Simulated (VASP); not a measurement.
# Pt (Fm-3m) in VASP: notebook, part 2 of 2

VASP 6.6.1. Earlier steps stand in the parts before.

## (6) Single point, PBEsol

This run uses another cell than the first one, of 16.14 Å³/atom, 1.126 times its volume.

INCAR

```
SYSTEM = Pt
ALGO = Normal
EDIFF = 1E-6
ENCUT = 520
GGA = PS
ISIF = 2
ISMEAR = 1
LASPH = .TRUE.
LCHARG = .TRUE.
LELF = .TRUE.
LREAL = .FALSE.
LVHAR = .TRUE.
LWAVE = .FALSE.
NBANDS = 11
NELM = 80
PREC = Accurate
SIGMA = 0.1
```

KPOINTS

```
k-points
0
G
  13 13 13
  0 0 0
```

POSCAR

```
Pt
1.0
    0.0000000000      2.0056264069      2.0056264069
    2.0056264069      0.0000000000      2.0056264069
    2.0056264069      2.0056264069      0.0000000000
Pt
1
Direct
    0.0000000000      0.0000000000      0.0000000000
```

Potentials or basis: VASP PAW PBE potentials, release 64 (Pt).

Launch:

```
$ cat potpaw_PBE.64/Pt/POTCAR > POTCAR
$ mpirun -np 1 vasp_std > vasp.out
```

OUTCAR:

```text
SYSTEM = Pt
   EDIFF = 1E-6
   ENCUT = 520
   GGA = PS
   ISIF = 2
   ISMEAR = 1
   LASPH = .TRUE.
   LREAL = .FALSE.
   NELM = 80
   PREC = Accurate

 ion  position               nearest neighbor table
   1  0.000  0.000  0.000-

  LATTYP: Found a face centered cubic cell.
 ALAT       =     4.0112528138

  Lattice vectors:

 A1 = (   0.0000000000,   2.0056264069,   2.0056264069)
 A2 = (   2.0056264069,   0.0000000000,   2.0056264069)
 A3 = (   2.0056264069,   2.0056264069,   0.0000000000)

Analysis of symmetry for initial positions (statically):
=====================================================================
 Subroutine PRICEL returns:
 Original cell was already a primitive cell.

 Routine SETGRP: Setting up the symmetry group for a
 face centered cubic supercell.

 Subroutine GETGRP returns: Found 48 space group operations
 (whereof 48 operations were pure point group operations)
 out of a pool of 48 trial point group operations.

The static configuration has the point symmetry O_h .

Analysis of symmetry for dynamics (positions and initial velocities):
=====================================================================
 Subroutine PRICEL returns:
 Original cell was already a primitive cell.

 Routine SETGRP: Setting up the symmetry group for a
 face centered cubic supercell.

 Subroutine GETGRP returns: Found 48 space group operations
 (whereof 48 operations were pure point group operations)
 out of a pool of 48 trial point group operations.

The dynamic configuration has the point symmetry O_h .

 Subroutine INISYM returns: Found 48 space group operations
 (whereof 48 operations are pure point group operations),
 and found     1 'primitive' translations

[... 115 lines left out ...]
  Thomas-Fermi vector in A             =   2.519192
   LORBIT       =      0    0 simple, 1 ext, 2 COOP (PROOUT), +10 PAW based schemes
   GGA     = PS    functional components
   LHFCALC =     F    Hartree Fock is set to
   AEXX    =    0.0000 exact exchange contribution
   IVDW    =     0    specifies the selected vdW correction
   LEPSILON=     F    determine dielectric tensor
   LRPA    =     F    only Hartree local field effects (RPA)
 non-spin polarized calculation
 Methfessel and Paxton  Order N= 1 SIGMA  =   0.10
  energy-cutoff  :      520.00
  volume of cell :       16.14
 maximum number of plane-waves:       445
 NGX is ok and might be reduce to    24
   NGX = 11   NGY = 11   NGZ = 11

 number of electron      10.0000000 magnetization

 Free energy of the ion-electron system (eV)
  ---------------------------------------------------
  ext. energy  EPLUGINS =         0.00000000
  ---------------------------------------------------
  free energy    TOTEN  =        -6.88979768 eV

  energy without entropy =       -6.88853254  energy(sigma->0) =       -6.88937597

 E-fermi :   9.8264     XC(G=0): -13.2328

 val. band max:        9.8249645501   @ k =  -0.4615   0.3077   0.0769
 cond. band min:       9.8443649722   @ k =  -0.3077   0.3846   0.1538
 fundamental gap:      0.0194004222
 Fermi energy:         9.8263900541

 k-point     1 :       0.0000    0.0000    0.0000
  band No.  band energies     occupation
      1       0.2878      2.00000
      2       6.4231      2.00000
      3       6.4231      2.00000
      4       6.4231      2.00000
      5       8.3711      2.00000
      6       8.3711      2.00000
      7      24.6264      0.00000
      8      29.2037      0.00000
      9      29.2037      0.00000
     10      29.2037      0.00000
     11      34.2654      0.00000
[... 309 lines left out ...]
 k-point    24 :       0.4615    0.1538    0.0000
  band No.  band energies     occupation
      1       3.7471      2.00000
      2       5.9708      2.00000
      3       6.7537      2.00000
      4       7.0452      2.00000
      5       9.9071      0.01637
      6      11.2167     -0.00000
      7      16.9351      0.00000
      8      25.1089      0.00000
      9      26.7493      0.00000
     10      27.6542      0.00000
     11      36.1499      0.00000

 [... further k-points ...]

------------------------ aborting loop because EDIFF is reached ----------------------------------------

  FORCE on cell =-STRESS in cart. coord.  units (eV):
  Direction    XX          YY          ZZ          XY          YZ          ZX
  --------------------------------------------------------------------------------------
  -------------------------------------------------------------------------------------
  Total       -1.7437900     -1.7437900     -1.7437900      0.0000000      0.0000000      0.0000000
  in kB     -173.1508630   -173.1508630   -173.1508630      0.0000000      0.0000000      0.0000000
  external PRESSURE =    -173.1508630 kB  Pullay stress =       0.0000000 kB

 VOLUME and BASIS-vectors are now :
 -----------------------------------------------------------------------------
  energy-cutoff  :      520.00
  volume of cell :       16.14
      direct lattice vectors                 reciprocal lattice vectors
     0.000000000  2.005626407  2.005626407    -0.249298672  0.249298672  0.249298672
     2.005626407  0.000000000  2.005626407     0.249298672 -0.249298672  0.249298672
     2.005626407  2.005626407  0.000000000     0.249298672  0.249298672 -0.249298672

 POSITION                                       TOTAL-FORCE (eV/Angst)
 -----------------------------------------------------------------------------------
      0.00000      0.00000      0.00000        -0.000000      0.000000      0.000000
 -----------------------------------------------------------------------------------
    total drift:                               -0.000000      0.000000     -0.000000

  FREE ENERGIE OF THE ION-ELECTRON SYSTEM (eV)
  ---------------------------------------------------
  free  energy   TOTEN  =        -6.8897976815 eV

  energy  without entropy=       -6.8885325352  energy(sigma->0) =       -6.88937597
```

Wall time 20 s (1 thread of Intel Xeon 8259CL, shared host); peak memory 0.15 GiB.

Results:

```yaml
Free_energy: -6.8898 eV
Pressure: -17.3 GPa
Band_gap_on_the_k_mesh: zero (band 5 reaches 10.19 eV, above the bottom of band 6 at 8.28 eV)
```

Caveat: the PAW data sets were made with another functional, which shifts forces and pressure a little; spin-orbit coupling is left out, which moves the levels of the heavy elements.

## (7) The runs side by side

| cell | gap on the mesh (eV) | pressure (GPa) |
| --- | --- | --- |
| a = 2.726 Å, angles 60.0°, 1 atom | none | 15.3 |
| a = 2.755 Å, angles 60.0°, 1 atom | none | 4.6 |
| a = 2.782 Å, angles 60.0°, 1 atom | none | -4.2 |
| a = 2.810 Å, angles 60.0°, 1 atom | none | -11.4 |
| a = 2.836 Å, angles 60.0°, 1 atom | none | -17.3 |

Alike in all rows: task single point; level PBEsol; potentials or basis VASP PAW PBE potentials, release 64 (Pt); no spin polarisation; k mesh 13 × 13 × 13; cutoff (eV) 520; smearing methfessel-paxton 0.1 eV.

Caveats: the PAW data sets were made with another functional, which shifts forces and pressure a little; spin-orbit coupling is left out, which moves the levels of the heavy elements.

Total energies depend on the potentials used, so only differences within one code and one set of settings carry meaning.
